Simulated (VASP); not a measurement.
# Ni (P6_3/mmc) in VASP: notebook

Runs on Ni. Level: revPBE. Tasks: single point.

Program: VASP 6.6.1. These are calculated values, not measurements. Logs are shortened: lines on timing, memory, paths and dates and some standing lists are left out, and cuts for length are marked.

### Step 1. The cell of the first run

Symmetry: P6_3/mmc, No. 194, hexagonal system. The conventional cell has a = 2.538 Å, b = 2.538 Å, c = 8.309 Å, α = 90.00°, β = 90.00°, γ = 120.00°. Ni (site symmetry -3m) has 12 Ni at 2.54 Å within 3.4 Å. Ni (site symmetry -6m2) has 12 Ni at 2.54 Å within 3.4 Å.

This isn't the form of Ni at room conditions, which is fcc.

### Step 2. Single point, revPBE, collinear spin, ferromagnetic start (11.59 Å³/atom)

The input, INCAR:

```
PREC     = Accurate       # precision mode
ENCUT    = 520            # plane-wave cutoff, eV
EDIFF    = 1E-6           # SCF threshold, eV
ISMEAR   = -1             # smearing method
SIGMA    = 0.05           # smearing width, eV
LREAL    = F              # projectors in reciprocal space
LASPH    = T              # aspherical terms in the spheres
NELM     = 150            # most SCF steps
ALGO     = Normal         # electronic algorithm
ISIF     = 2              # what is computed and relaxed
LWAVE    = F              # write WAVECAR
LCHARG   = F              # write CHGCAR
ISPIN    = 2              # spin polarisation
MAGMOM   = 0.696 0.696 0.705 0.705 # initial moments
LORBIT   = 11             # projections on sites
LMAXMIX  = 4              # l up to which the mixer works
GGA      = RE             # functional
NBANDS   = 32             # bands
```

The input, KPOINTS:

```
Automatic mesh
0
Gamma
  16 16 5
```

The input, POSCAR:

```
Ni
1.0
    2.5384842134      0.0000000000      0.0000000000
   -1.2692421067      2.1983918159      0.0000000000
    0.0000000000      0.0000000000      8.3088841501
Ni
4
Direct
    1.0000000000      0.0000000000      1.0000000000
    0.0000000000      0.0000000000      0.5000000000
    0.3333333333      0.6666666667      0.2500000000
    0.6666666667      0.3333333333      0.7500000000
```

Potentials or basis: VASP PAW PBE potentials, release 64 (Ni).

Launch:

```bash
> cat potpaw_PBE.64/Ni/POTCAR > POTCAR
> mpirun -np 1 vasp_std > vasp.out
```

OUTCAR:

```text
PREC = Accurate
   ENCUT = 520
   EDIFF = 1E-6
   ISMEAR = -1
   LREAL = F
   LASPH = T
   NELM = 150
   ISIF = 2
   ISPIN = 2
   LORBIT = 11
   GGA = RE

 ion  position               nearest neighbor table
   1  0.000  0.000  0.000-   3 2.54   4 2.54   3 2.54   4 2.54   4 2.54   3 2.54
   2  0.000  0.000  0.500-   3 2.54   4 2.54   3 2.54   4 2.54   4 2.54   3 2.54
   3  0.333  0.667  0.250-   1 2.54   2 2.54   1 2.54   2 2.54   1 2.54   2 2.54
   4  0.667  0.333  0.750-   1 2.54   2 2.54   1 2.54   2 2.54   1 2.54   2 2.54

  LATTYP: Found a hexagonal cell.
 ALAT       =     2.5384842134
 C/A-ratio  =     3.2731675487

  Lattice vectors:

 A1 = (   2.5384842134,   0.0000000000,   0.0000000000)
 A2 = (  -1.2692421067,   2.1983918159,   0.0000000000)
 A3 = (   0.0000000000,   0.0000000000,   8.3088841501)

Analysis of symmetry for initial positions (statically):
=====================================================================
 Subroutine PRICEL returns:
 Original cell was already a primitive cell.

 Routine SETGRP: Setting up the symmetry group for a
 hexagonal supercell.

 Subroutine GETGRP returns: Found 24 space group operations
 (whereof 12 operations were pure point group operations)
 out of a pool of 24 trial point group operations.

The static configuration has the point symmetry D_3d.
 The point group associated with its full space group is D_6h.

Analysis of symmetry for dynamics (positions and initial velocities):
=====================================================================
 Subroutine PRICEL returns:
 Original cell was already a primitive cell.

 Routine SETGRP: Setting up the symmetry group for a
 hexagonal supercell.

 Subroutine GETGRP returns: Found 24 space group operations
 (whereof 12 operations were pure point group operations)
 out of a pool of 24 trial point group operations.

The dynamic configuration has the point symmetry D_3d.
 The point group associated with its full space group is D_6h.

Analysis of structural, dynamic, and magnetic symmetry:
=====================================================================
 Subroutine PRICEL returns:
 Original cell was already a primitive cell.

 Routine SETGRP: Setting up the symmetry group for a
 hexagonal supercell.

 Subroutine GETGRP returns: Found 24 space group operations
 (whereof 12 operations were pure point group operations)
 out of a pool of 24 trial point group operations.

The overall configuration has the point symmetry D_3d.
 The point group associated with its full space group is D_6h.

 Subroutine INISYM returns: Found 24 space group operations
 (whereof 12 operations are pure point group operations),
 and found     1 'primitive' translations

----------------------------------------------------------------------------------------

                                     Primitive cell

  volume of cell :      46.3684

  direct lattice vectors                    reciprocal lattice vectors
     2.538484213  0.000000000  0.000000000     0.393935875  0.227438984  0.000000000
    -1.269242107  2.198391816  0.000000000     0.000000000  0.454877967  0.000000000
     0.000000000  0.000000000  8.308884150     0.000000000  0.000000000  0.120353104

  length of vectors
     2.538484213  2.538484213  8.308884150     0.454877967  0.454877967  0.120353104

  position of ions in fractional coordinates (direct lattice)
     0.000000000  0.000000000  0.000000000
     0.000000000  0.000000000  0.500000000
     0.333333333  0.666666667  0.250000000
     0.666666667  0.333333333  0.750000000

  ion indices of the primitive-cell ions
   primitive index   ion index
                 1           1
                 2           2
                 3           3
                 4           4

----------------------------------------------------------------------------------------

 KPOINTS: Automatic mesh

Automatic generation of k-mesh.
 Grid dimensions read from file:
 generate k-points for:   16   16    5

 Generating k-lattice:

  Cartesian coordinates                     Fractional coordinates (reciprocal lattice)
     0.024620992  0.014214936  0.000000000     0.062500000  0.000000000  0.000000000
     0.000000000  0.028429873  0.000000000     0.000000000  0.062500000  0.000000000
     0.000000000  0.000000000  0.024070621     0.000000000  0.000000000  0.200000000

  Length of vectors
     0.028429873  0.028429873  0.024070621

  Shift w.r.t. Gamma in fractional coordinates (k-lattice)
     0.000000000  0.000000000  0.000000000

 Subroutine IBZKPT returns following result:
 ===========================================

 Found     90 irreducible k-points:

 Following reciprocal coordinates:
            Coordinates               Weight
  0.000000  0.000000  0.000000      1.000000
  0.062500  0.000000  0.000000      6.000000
  0.125000  0.000000  0.000000      6.000000
  0.187500 -0.000000  0.000000      6.000000
  0.250000  0.000000  0.000000      6.000000
  0.312500 -0.000000  0.000000      6.000000
[... 16 lines left out ...]
  0.187500  0.187500  0.000000      6.000000
  0.250000  0.187500  0.000000     12.000000
 [... further k-points ...]
   k-points           NKPTS =     90   k-points in BZ     NKDIM =     90   number of bands    NBANDS=     32
   number of dos      NEDOS =    301   number of ions     NIONS =      4
   total plane-waves  NPLWV =  25600
   dimension x,y,z NGX =    20 NGY =   20 NGZ =   64
   dimension x,y,z NGXF=    40 NGYF=   40 NGZF=  128
   ions per type =               4
   NGX,Y,Z   is equivalent  to a cutoff of  13.10, 13.10, 12.81 a.u.
   NGXF,Y,Z  is equivalent  to a cutoff of  26.20, 26.20, 25.61 a.u.
 SYSTEM =  unknown system
   PREC   = accura    normal or accurate (medium, high low for compatibility)
   ISTART =      0    job   : 0-new  1-cont  2-samecut
   ICHARG =      2    charge: 1-file 2-atom 10-const
   ISPIN  =      2    spin polarized calculation?
   LNONCOLLINEAR =      F non collinear calculations
   LSORBIT =      F    spin-orbit coupling
   LASPH  =      T    aspherical Exc in radial PAW
   ENCUT  =  520.0 eV  38.22 Ry    6.18 a.u.   4.72  4.72 15.45*2*pi/ulx,y,z
   NELM   =    150;   NELMIN=  2; NELMDL= -5     # of ELM steps
   EDIFF  = 0.1E-05   stopping-criterion for ELM
   LREAL  =      F    real-space projection
   EDIFFG = 0.1E-04   stopping-criterion for IOM
   NSW    =      0    number of steps for IOM
   IBRION =     -1    ionic relax: 0-MD 1-quasi-New 2-CG
   NFREE  =      0    steps in history (QN), initial steepest desc. (CG)
   ISIF   =      2    stress and relaxation
   ISYM   =      2    0-nonsym 1-usesym 2-fastsym
   POTIM  = 0.5000    time-step for ionic-motion
   TEBEG  =    0.0;   TEEND  =   0.0 temperature during run
   PSTRESS=    0.0 pullay stress
   NELECT =      40.0000    total number of electrons
   NUPDOWN=      -1.0000    fix difference up-down
   EMIN   =  10.00;   EMAX   =-10.00  energy-range for DOS
   EFERMI =   0.00;   METHOD = LEGACY
   ISMEAR =    -1;   SIGMA  =   0.05  broadening in eV -4-tet -1-fermi 0-gaus
   EFERMI_NEDOS =   21; number of points for ismear=-14 and -15
   IALGO  =     38    algorithm
   IMIX   =      4    mixing-type and parameters
     AMIX     =   0.40;   BMIX     =  1.00
     AMIX_MAG =   1.60;   BMIX_MAG =  1.00
  volume/ion in A,a.u.               =      11.59        78.23
  Fermi-wavevector in a.u.,A,eV,Ry     =   1.558430  2.945006 33.044541  2.428705
  Thomas-Fermi vector in A             =   2.661936
   LORBIT       =     11    0 simple, 1 ext, 2 COOP (PROOUT), +10 PAW based schemes
   GGA     = RE    functional components
   LHFCALC =     F    Hartree Fock is set to
   AEXX    =    0.0000 exact exchange contribution
   IVDW    =     0    specifies the selected vdW correction
   LEPSILON=     F    determine dielectric tensor
   LRPA    =     F    only Hartree local field effects (RPA)
 spin polarized calculation
  energy-cutoff  :      520.00
  volume of cell :       46.37
 maximum number of plane-waves:      1263
 NGX is ok and might be reduce to    20
   NGX =  9   NGY =  9   NGZ = 31

 number of electron      40.0000010 magnetization       2.5522332

 Free energy of the ion-electron system (eV)
  ---------------------------------------------------
  ext. energy  EPLUGINS =         0.00000000
  ---------------------------------------------------
  free energy    TOTEN  =       -20.19130335 eV

  energy without entropy =      -20.12428330  energy(sigma->0) =      -20.15779332

 E-fermi :   8.6368     XC(G=0): -12.7931

 val. band max:        8.6354082774   @ k =   0.4375   0.0000   0.2000
 cond. band min:       8.6371904954   @ k =   0.3125   0.3125   0.4000
 fundamental gap:      0.0017822180
 Fermi energy:         8.6368435737

 spin component 1

 k-point     1 :       0.0000    0.0000    0.0000
  band No.  band energies     occupation
      1       0.0568      1.00000
      2       2.1897      1.00000
      3       2.1930      1.00000
      4       4.1212      1.00000
      5       6.0264      1.00000
      6       6.0947      1.00000
[... 829 lines left out ...]
     31      21.2159      0.00000
     32      24.8317      0.00000

 [... further k-points ...]

 spin component 2

 k-point     1 :       0.0000    0.0000    0.0000
  band No.  band energies     occupation
      1      -0.0061      1.00000
      2       2.1564      1.00000
      3       2.1585      1.00000
      4       4.5540      1.00000
      5       6.7252      1.00000
      6       6.7265      1.00000
[... 829 lines left out ...]
     31      21.3213      0.00000
     32      24.8688      0.00000

 [... further k-points ...]

------------------------ aborting loop because EDIFF is reached ----------------------------------------

  FORCE on cell =-STRESS in cart. coord.  units (eV):
  Direction    XX          YY          ZZ          XY          YZ          ZX
  --------------------------------------------------------------------------------------
  -------------------------------------------------------------------------------------
  Total       -1.8973234     -1.8973234     -1.8212568     -0.0000000      0.0000000      0.0000000
  in kB      -65.5586024    -65.5586024    -62.9302573     -0.0000000      0.0000000      0.0000000
  external PRESSURE =     -64.6824873 kB  Pullay stress =       0.0000000 kB

 VOLUME and BASIS-vectors are now :
 -----------------------------------------------------------------------------
  energy-cutoff  :      520.00
  volume of cell :       46.37
      direct lattice vectors                 reciprocal lattice vectors
     2.538484213  0.000000000  0.000000000     0.393935875  0.227438984  0.000000000
    -1.269242107  2.198391816  0.000000000     0.000000000  0.454877967  0.000000000
     0.000000000  0.000000000  8.308884150     0.000000000  0.000000000  0.120353104

 POSITION                                       TOTAL-FORCE (eV/Angst)
 -----------------------------------------------------------------------------------
      0.00000      0.00000      0.00000         0.000000     -0.000000      0.000000
      0.00000      0.00000      4.15444         0.000000     -0.000000      0.000000
     -0.00000      1.46559      2.07722        -0.000000      0.000000     -0.000000
      1.26924      0.73280      6.23166         0.000000     -0.000000      0.000000
 -----------------------------------------------------------------------------------
    total drift:                                0.000000     -0.000000      0.000000

  FREE ENERGIE OF THE ION-ELECTRON SYSTEM (eV)
  ---------------------------------------------------
  free  energy   TOTEN  =       -20.1913033473 eV

  energy  without entropy=      -20.1242833005  energy(sigma->0) =      -20.15779332

 total charge

# of ion       s       p       d       tot
------------------------------------------
    1        0.470   0.442   8.288   9.200
    2        0.470   0.442   8.288   9.200
    3        0.470   0.444   8.286   9.200
    4        0.470   0.444   8.286   9.200
--------------------------------------------------
tot          1.879   1.772  33.149  36.799

 magnetization (x)

# of ion       s       p       d       tot
------------------------------------------
    1       -0.006  -0.026   0.684   0.651
    2       -0.006  -0.026   0.684   0.651
    3       -0.007  -0.026   0.696   0.663
    4       -0.007  -0.026   0.696   0.663
--------------------------------------------------
tot         -0.026  -0.104   2.759   2.628
```

Run time: 8.4 min. Hardware: 1 thread of Intel Xeon 8259CL, shared host; peak memory 0.3 GiB.

What came out:

| Property | Result |
| --- | --- |
| Free energy | -20.1913 eV |
| Pressure | -6.5 GPa |
| Net moment | 2.55 μB per cell |
| Site moments | Ni +0.65, +0.66 (each value once) μB |
| Valence electrons inside the program's atomic spheres | Ni 9.20 |

Levels at points of the mesh, in eV from the Fermi level:
Spin up:
```csv
k point,band 19,band 20,band 21,band 22,band 23,band 24
"(0.00, 0.00, 0.00)",-1.18,-0.98,-0.98,-0.68,-0.68,-0.21
"(0.50, 0.00, 0.00)",-0.57,-0.55,0.26,1.32,2.11,2.66
```
Spin down:
| k point | band 16 | band 17 | band 18 | band 19 | band 20 | band 21 |
| --- | --- | --- | --- | --- | --- | --- |
| (0.00, 0.00, 0.00) | -0.80 | -0.80 | -0.50 | -0.50 | -0.30 | -0.26 |
| (0.50, 0.00, 0.00) | 0.16 | 0.20 | 0.27 | 0.29 | 0.32 | 0.33 |

Caveat: the cell stands under tension; the PAW data sets were made with another functional, which shifts forces and pressure a little.

(Continued in part 2 of 2.)
